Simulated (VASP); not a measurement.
# InW2 (P6/mmm) in VASP: a series of runs

Runs on InW2. Level: r2SCAN. Tasks: single point, relaxation of cell and atoms.

All numbers are computed with VASP 6.6.1; they aren't measurements. Logs are shortened: lines on timing, memory, paths and dates and some standing lists are left out, and cuts for length are marked.

### 1 The cell of the first run

The structure is hexagonal, space group P6/mmm (No. 191). The conventional cell has a = 4.666 Å, b = 4.666 Å, c = 2.843 Å, α = 90.00°, β = 90.00°, γ = 120.00°. Within 3.7 Å of In (site symmetry 6/mmm) lie 2 In at 2.84 Å and 12 W at 3.05 Å. W (site symmetry -6m2) has 5 W at 2.69 to 2.84 Å and 6 In at 3.05 Å within 3.6 Å.

### 2 Single point, r2SCAN

File POSCAR:

```
InW2
1.0
    4.6658381429      0.0000000000      0.0000000000
   -2.3329190714      4.0407343617      0.0000000000
    0.0000000000      0.0000000000      2.8429368395
In W
1 2
Direct
    0.0000000000      0.0000000000      0.0000000000
    0.3333333333      0.6666666667      0.5000000000
    0.6666666667      0.3333333333      0.5000000000
```

File INCAR.step1:

```
SYSTEM = InW2
ALGO = Normal
EDIFF = 1E-4
ENCUT = 520
GGA = PE
ISMEAR = 0
LASPH = .True.
LCHARG = .False.
LREAL = .False.
LWAVE = .True.
NBANDS = 28
NELM = 60
PREC = Accurate
SIGMA = 0.1
```

File INCAR.step2:

```
SYSTEM = InW2
ALGO = Normal
EDIFF = 1E-7
ENCUT = 520
ISIF = 2
ISMEAR = 0
ISTART = 1
LASPH = .True.
LCHARG = .False.
LMIXTAU = .True.
LREAL = .False.
LWAVE = .False.
METAGGA = R2SCAN
NBANDS = 28
NELM = 60
PREC = Accurate
SIGMA = 0.1
```

File KPOINTS:

```
k-points
0
Gamma
  6 6 4
  0 0 0
```

Potentials or basis: VASP PAW PBE potentials, release 64 (In_d, W_sv).

On the command line:

```bash
cat potpaw_PBE.64/In_d/POTCAR potpaw_PBE.64/W_sv/POTCAR > POTCAR
cp INCAR.step1 INCAR
mpirun -np 1 vasp_std > vasp.out
cp INCAR.step2 INCAR
mpirun -np 1 vasp_std > vasp.out
```

OUTCAR:

```text
SYSTEM = InW2
   EDIFF = 1E-7
   ENCUT = 520
   ISIF = 2
   ISMEAR = 0
   ISTART = 1
   LASPH = .True.
   LREAL = .False.
   METAGGA = R2SCAN
   NELM = 60
   PREC = Accurate

 ion  position               nearest neighbor table
   1  0.000  0.000  0.000-   2 3.05   3 3.05   2 3.05   3 3.05   2 3.05   2 3.05   3 3.05   3 3.05
                             3 3.05   3 3.05   2 3.05   2 3.05
   2  0.333  0.667  0.500-   3 2.69   3 2.69   3 2.69   1 3.05   1 3.05   1 3.05   1 3.05   1 3.05
                             1 3.05
   3  0.667  0.333  0.500-   2 2.69   2 2.69   2 2.69   1 3.05   1 3.05   1 3.05   1 3.05   1 3.05
                             1 3.05

  LATTYP: Found a hexagonal cell.
 ALAT       =     4.6658381429
 C/A-ratio  =     0.6093089285

  Lattice vectors:

 A1 = (   4.6658381429,   0.0000000000,   0.0000000000)
 A2 = (  -2.3329190714,   4.0407343617,   0.0000000000)
 A3 = (   0.0000000000,   0.0000000000,   2.8429368395)

Analysis of symmetry for initial positions (statically):
=====================================================================
 Subroutine PRICEL returns:
 Original cell was already a primitive cell.

 Routine SETGRP: Setting up the symmetry group for a
 hexagonal supercell.

 Subroutine GETGRP returns: Found 24 space group operations
 (whereof 24 operations were pure point group operations)
 out of a pool of 24 trial point group operations.

The static configuration has the point symmetry D_6h.

Analysis of symmetry for dynamics (positions and initial velocities):
=====================================================================
 Subroutine PRICEL returns:
 Original cell was already a primitive cell.

 Routine SETGRP: Setting up the symmetry group for a
 hexagonal supercell.

 Subroutine GETGRP returns: Found 24 space group operations
 (whereof 24 operations were pure point group operations)
 out of a pool of 24 trial point group operations.

The dynamic configuration has the point symmetry D_6h.

 Subroutine INISYM returns: Found 24 space group operations
 (whereof 24 operations are pure point group operations),
 and found     1 'primitive' translations

----------------------------------------------------------------------------------------

                                     Primitive cell

  volume of cell :      53.5991

  direct lattice vectors                    reciprocal lattice vectors
     4.665838143  0.000000000  0.000000000     0.214323766  0.123739884  0.000000000
    -2.332919071  4.040734362  0.000000000     0.000000000  0.247479767  0.000000000
     0.000000000  0.000000000  2.842936840     0.000000000  0.000000000  0.351748933

  length of vectors
     4.665838143  4.665838143  2.842936840     0.247479767  0.247479767  0.351748933

  position of ions in fractional coordinates (direct lattice)
     0.000000000  0.000000000  0.000000000
     0.333333333  0.666666667  0.500000000
     0.666666667  0.333333333  0.500000000

  ion indices of the primitive-cell ions
   primitive index   ion index
                 1           1
                 2           2
                 3           3

----------------------------------------------------------------------------------------

 KPOINTS: k-points

Automatic generation of k-mesh.
 Grid dimensions read from file:
 generate k-points for:    6    6    4

 Generating k-lattice:

  Cartesian coordinates                     Fractional coordinates (reciprocal lattice)
     0.035720628  0.020623314  0.000000000     0.166666667  0.000000000  0.000000000
     0.000000000  0.041246628  0.000000000     0.000000000  0.166666667  0.000000000
     0.000000000  0.000000000  0.087937233     0.000000000  0.000000000  0.250000000

  Length of vectors
     0.041246628  0.041246628  0.087937233

  Shift w.r.t. Gamma in fractional coordinates (k-lattice)
     0.000000000  0.000000000  0.000000000

 Subroutine IBZKPT returns following result:
 ===========================================

 Found     21 irreducible k-points:

 Following reciprocal coordinates:
            Coordinates               Weight
  0.000000  0.000000  0.000000      1.000000
  0.166667  0.000000  0.000000      6.000000
  0.333333  0.000000  0.000000      6.000000
  0.500000  0.000000  0.000000      3.000000
  0.166667  0.166667  0.000000      6.000000
  0.333333  0.166667  0.000000     12.000000
[... 13 lines left out ...]
  0.333333  0.166667  0.500000     12.000000
  0.333333  0.333333  0.500000      2.000000
   k-points           NKPTS =     21   k-points in BZ     NKDIM =     21   number of bands    NBANDS=     28
   number of dos      NEDOS =    301   number of ions     NIONS =      3
   total plane-waves  NPLWV =  31104
   dimension x,y,z NGX =    36 NGY =   36 NGZ =   24
   dimension x,y,z NGXF=    72 NGYF=   72 NGZF=   48
   ions per type =               1   2
   NGX,Y,Z   is equivalent  to a cutoff of  12.83, 12.83, 14.03 a.u.
   NGXF,Y,Z  is equivalent  to a cutoff of  25.65, 25.65, 28.07 a.u.
 SYSTEM =  InW2
   PREC   = accura    normal or accurate (medium, high low for compatibility)
   ISTART =      1    job   : 0-new  1-cont  2-samecut
   ICHARG =      0    charge: 1-file 2-atom 10-const
   ISPIN  =      1    spin polarized calculation?
   LNONCOLLINEAR =      F non collinear calculations
   LSORBIT =      F    spin-orbit coupling
   LASPH  =      T    aspherical Exc in radial PAW
   ENCUT  =  520.0 eV  38.22 Ry    6.18 a.u.   8.68  8.68  5.29*2*pi/ulx,y,z
   NELM   =     60;   NELMIN=  2; NELMDL=  0     # of ELM steps
   EDIFF  = 0.1E-06   stopping-criterion for ELM
   LREAL  =      F    real-space projection
   EDIFFG = 0.1E-05   stopping-criterion for IOM
   NSW    =      0    number of steps for IOM
   IBRION =     -1    ionic relax: 0-MD 1-quasi-New 2-CG
   NFREE  =      0    steps in history (QN), initial steepest desc. (CG)
   ISIF   =      2    stress and relaxation
   ISYM   =      2    0-nonsym 1-usesym 2-fastsym
   POTIM  = 0.5000    time-step for ionic-motion
   TEBEG  =    0.0;   TEEND  =   0.0 temperature during run
   PSTRESS=    0.0 pullay stress
   NELECT =      41.0000    total number of electrons
   NUPDOWN=      -1.0000    fix difference up-down
   EMIN   =  10.00;   EMAX   =-10.00  energy-range for DOS
   EFERMI =   0.00;   METHOD = LEGACY
   ISMEAR =     0;   SIGMA  =   0.10  broadening in eV -4-tet -1-fermi 0-gaus
   EFERMI_NEDOS =   21; number of points for ismear=-14 and -15
   IALGO  =     38    algorithm
   IMIX   =      4    mixing-type and parameters
     AMIX     =   0.40;   BMIX     =  1.00
     AMIX_MAG =   1.60;   BMIX_MAG =  1.00
  volume/ion in A,a.u.               =      17.87       120.57
  Fermi-wavevector in a.u.,A,eV,Ry     =   1.497213  2.829323 30.499475  2.241648
  Thomas-Fermi vector in A             =   2.609130
   LORBIT       =      0    0 simple, 1 ext, 2 COOP (PROOUT), +10 PAW based schemes
   METAGGA = R2SCAN    functional components
   LHFCALC =     F    Hartree Fock is set to
   AEXX    =    0.0000 exact exchange contribution
   IVDW    =     0    specifies the selected vdW correction
   LEPSILON=     F    determine dielectric tensor
   LRPA    =     F    only Hartree local field effects (RPA)
 non-spin polarized calculation
 Gauss-broadening in eV      SIGMA  =   0.10
  energy-cutoff  :      520.00
  volume of cell :       53.60
 maximum number of plane-waves:      1461
 NGX is ok and might be reduce to    36
   NGX = 17   NGY = 17   NGZ = 11

 number of electron      41.0000013 magnetization

 Free energy of the ion-electron system (eV)
  ---------------------------------------------------
  ext. energy  EPLUGINS =         0.00000000
  ---------------------------------------------------
  free energy    TOTEN  =      -122.85260393 eV

  energy without entropy =     -122.82778850  energy(sigma->0) =     -122.84019622

 E-fermi :  10.6998     XC(G=0): -13.8158

 val. band max:       10.6873514734   @ k =   0.1667   0.0000   0.2500
 cond. band min:      10.7354898937   @ k =   0.3333   0.0000   0.2500
 fundamental gap:      0.0481384203
 Fermi energy:        10.6998354191

 k-point     1 :       0.0000    0.0000    0.0000
  band No.  band energies     occupation
      1     -65.2422      2.00000
      2     -65.1188      2.00000
      3     -29.1294      2.00000
      4     -29.1294      2.00000
      5     -28.5619      2.00000
      6     -28.4078      2.00000
[... 20 lines left out ...]
     27      15.6323      0.00000
     28      18.0825      0.00000

 k-point     2 :       0.1667    0.0000    0.0000
  band No.  band energies     occupation
      1     -65.2350      2.00000
      2     -65.1261      2.00000
      3     -29.1457      2.00000
      4     -29.0948      2.00000
      5     -28.5529      2.00000
      6     -28.4353      2.00000
[... 20 lines left out ...]
     27      14.7546      0.00000
     28      18.5969      0.00000

 k-point     3 :       0.3333    0.0000    0.0000
  band No.  band energies     occupation
      1     -65.2163      2.00000
      2     -65.1450      2.00000
      3     -29.1761      2.00000
      4     -29.0115      2.00000
      5     -28.5297      2.00000
      6     -28.5238      2.00000
[... 20 lines left out ...]
     27      15.8963      0.00000
     28      19.2718      0.00000

 k-point     4 :       0.5000    0.0000    0.0000
  band No.  band energies     occupation
      1     -65.2013      2.00000
      2     -65.1601      2.00000
      3     -29.1904      2.00000
      4     -28.9565      2.00000
      5     -28.5813      2.00000
      6     -28.5110      2.00000
[... 485 lines left out ...]
     27      17.1962      0.00000
     28      17.5603      0.00000

 k-point    20 :       0.3333    0.1667    0.5000
  band No.  band energies     occupation
      1     -65.1590      2.00000
      2     -65.1184      2.00000
      3     -29.1852      2.00000
      4     -29.1176      2.00000
      5     -29.1150      2.00000
      6     -28.8419      2.00000
[... 20 lines left out ...]
     27      15.8879      0.00000
     28      17.4602      0.00000

 k-point    21 :       0.3333    0.3333    0.5000
  band No.  band energies     occupation
      1     -65.1387      2.00000
      2     -65.1387      2.00000
      3     -29.1501      2.00000
      4     -29.1501      2.00000
      5     -29.1348      2.00000
      6     -28.6957      2.00000
[... 20 lines left out ...]
     27      15.3289      0.00000
     28      17.7022      0.00000

------------------------ aborting loop because EDIFF is reached ----------------------------------------

  FORCE on cell =-STRESS in cart. coord.  units (eV):
  Direction    XX          YY          ZZ          XY          YZ          ZX
  --------------------------------------------------------------------------------------
  -------------------------------------------------------------------------------------
  Total        0.2597717      0.2597717      0.1074848      0.0000000     -0.0000000      0.0000000
  in kB        7.7650682      7.7650682      3.2129236      0.0000000     -0.0000000      0.0000000
  external PRESSURE =       6.2476867 kB  Pullay stress =       0.0000000 kB

 VOLUME and BASIS-vectors are now :
 -----------------------------------------------------------------------------
  energy-cutoff  :      520.00
  volume of cell :       53.60
      direct lattice vectors                 reciprocal lattice vectors
     4.665838143  0.000000000  0.000000000     0.214323766  0.123739884  0.000000000
    -2.332919071  4.040734362  0.000000000     0.000000000  0.247479767  0.000000000
     0.000000000  0.000000000  2.842936840     0.000000000  0.000000000  0.351748933

 POSITION                                       TOTAL-FORCE (eV/Angst)
 -----------------------------------------------------------------------------------
      0.00000      0.00000      0.00000         0.000000      0.000000     -0.000000
     -0.00000      2.69382      1.42147         0.000000     -0.000000      0.000000
      2.33292      1.34691      1.42147        -0.000000      0.000000     -0.000000
 -----------------------------------------------------------------------------------
    total drift:                                0.000000      0.000000     -0.000000

  FREE ENERGIE OF THE ION-ELECTRON SYSTEM (eV)
  ---------------------------------------------------
  free  energy   TOTEN  =      -122.8526039333 eV

  energy  without entropy=     -122.8277884987  energy(sigma->0) =     -122.84019622
```

Run time: 47 s. Hardware: 1 thread of Intel Xeon 6975P-C (Granite Rapids), shared host; peak memory 0.19 GiB.

Results:

* Free energy: -122.8526 eV
* Pressure: 0.6 GPa

Stress tensor (GPa, compression positive):
```
0.78 0.00 0.00
0.00 0.78 0.00
0.00 0.00 0.32
```

Levels at points of the mesh, in eV from the Fermi level:
```
           k point  band 17  band 18  band 19  band 20  band 21  band 22  band 23  band 24
(0.00, 0.00, 0.00)    -4.01    -2.99    -1.50    -1.50     1.10     1.10     1.46     3.39
(0.50, 0.00, 0.00)    -3.43    -3.17    -2.61    -1.60     0.88     1.14     1.78     2.76
(0.00, 0.00, 0.50)    -3.42    -1.53    -1.53    -0.61    -0.61    -0.27    -0.27     2.97
(0.50, 0.00, 0.50)    -3.24    -2.76    -2.11    -1.84     0.84     2.43     2.56     2.64
```

Caveat: the k points lie up to 0.55 Å⁻¹ apart; the PAW data sets were made with another functional, which shifts forces and pressure a little; spin-orbit coupling is left out, which moves the levels of the heavy elements.

### 3 Relaxation of cell and atoms, r2SCAN

This run uses another cell than the first one, of 17.58 Å³/atom, 0.984 times its volume.

File POSCAR:

```
InW2
1.0
    3.8350206006      0.0000000000      0.0000000000
   -1.9175103003      3.3212252642      0.0000000000
    0.0000000000      0.0000000000      4.1408029741
In W
1 2
Direct
    0.0000000000      0.0000000000      0.0000000000
    0.3333333333      0.6666666667      0.5000000000
    0.6666666667      0.3333333333      0.5000000000
```

File INCAR.step1:

```
SYSTEM = InW2
PREC = Accurate
ENCUT = 600
ISMEAR = 0
SIGMA = 0.1
LREAL = .False.
LASPH = .True.
NELM = 100
GGA = PE
ALGO = Normal
EDIFF = 1E-4
LWAVE = .True.
LCHARG = .False.
```

File INCAR.step2:

```
SYSTEM = InW2
PREC = Accurate
ENCUT = 600
EDIFF = 1E-6
ISMEAR = 0
SIGMA = 0.1
LREAL = .False.
LASPH = .True.
NELM = 100
ALGO = Normal
ISIF = 3
LWAVE = .False.
LCHARG = .False.
METAGGA = R2SCAN
LMIXTAU = .True.
IBRION = 2
NSW = 90
EDIFFG = -0.04
ISTART = 1
```

File KPOINTS:

```
Automatic mesh
0
Gamma
  6 6 4
  0 0 0
```

Potentials or basis: VASP PAW PBE potentials, release 64 (In_d, W_sv).

On the command line:

```bash
cat potpaw_PBE.64/In_d/POTCAR potpaw_PBE.64/W_sv/POTCAR > POTCAR
cp INCAR.step1 INCAR
mpirun -np 1 vasp_std > vasp.out
cp INCAR.step2 INCAR
mpirun -np 1 vasp_std > vasp.out
```

Wall time 34 min (1 thread of Intel Xeon 6975P-C, shared host); peak memory 0.24 GiB.

The run converged. Its results:

```yaml
Free_energy: -122.8479 eV
Relaxed_volume: 17.91 Å³/atom
Relaxed_cell: a = 4.671 Å, b = 4.671 Å, c = 2.844 Å, α = 90.00°, β = 90.00°, γ = 120.00°
Space_group_after_relaxing_to_0.05_Å: P6/mmm (No. 191)
Energy_gained_by_relaxing: 1258.2 meV/atom
Ionic_steps: 24
Pressure_after_relaxing: 0.1 GPa
```

The path:
```csv
step,energy change (eV),largest force (eV/Å),pressure (GPa),volume (Å³)
1,0.0000,0.0000,50.83,52.74
2,3.5027,0.0000,-24.71,106.35
3,-1.9010,0.0000,-7.18,68.52
4,-1.9504,0.0000,-3.67,66.60
5,-1.9562,0.0000,-1.83,65.71
6,-2.1270,0.0000,-1.47,64.06
7,-2.7810,0.0000,-1.58,59.46
8,-3.2399,0.0000,27.55,48.14
9,-3.3556,0.0000,1.39,55.11
10,-3.5684,0.0000,10.29,51.69
11,-3.5723,0.0000,17.86,49.95
12,-3.5992,0.0000,14.50,50.71
13,-3.5944,0.0000,16.10,50.34
14,-3.6206,0.0000,15.37,50.38
15,-3.6235,0.0000,14.80,50.40
16,-3.6589,0.0000,12.74,50.81
17,-3.7358,0.0000,7.01,52.04
18,-3.7673,0.0000,-2.88,54.55
19,-3.7741,0.0000,-0.21,53.81
20,-3.7741,0.0000,0.05,53.74
21,-3.7742,0.0000,0.06,53.74
22,-3.7745,0.0000,0.11,53.73
23,-3.7743,0.0000,0.24,53.72
24,-3.7745,0.0000,0.14,53.73
```

Final structure:
```
CELL_PARAMETERS angstrom
4.67107 0.00000 0.00000
-2.33553 4.04526 0.00000
0.00000 0.00000 2.84354
ATOMIC_POSITIONS crystal
In 0.00000 0.00000 0.00000
W 0.33333 0.66667 0.50000
W 0.66667 0.33333 0.50000
```

Levels at points of the mesh, in eV from the Fermi level:
| k point | band 16 | band 17 | band 18 | band 19 | band 20 | band 21 | band 22 | band 23 | band 24 |
| --- | --- | --- | --- | --- | --- | --- | --- | --- | --- |
| (0.00, 0.00, 0.00) | -4.00 | -4.00 | -2.99 | -1.50 | -1.50 | 1.11 | 1.11 | 1.44 | 3.39 |
| (0.50, 0.00, 0.00) | -4.46 | -3.42 | -3.17 | -2.61 | -1.60 | 0.89 | 1.15 | 1.77 | 2.75 |
| (0.00, 0.00, 0.50) | -3.41 | -3.41 | -1.52 | -1.52 | -0.61 | -0.61 | -0.27 | -0.27 | 2.96 |
| (0.50, 0.00, 0.50) | -4.42 | -3.23 | -2.75 | -2.10 | -1.83 | 0.83 | 2.42 | 2.55 | 2.63 |

Caveat: the k points lie up to 0.55 Å⁻¹ apart in the final cell; the PAW data sets were made with another functional, which shifts forces and pressure a little; spin-orbit coupling is left out, which moves the levels of the heavy elements.

(Continued in part 2 of 2.)
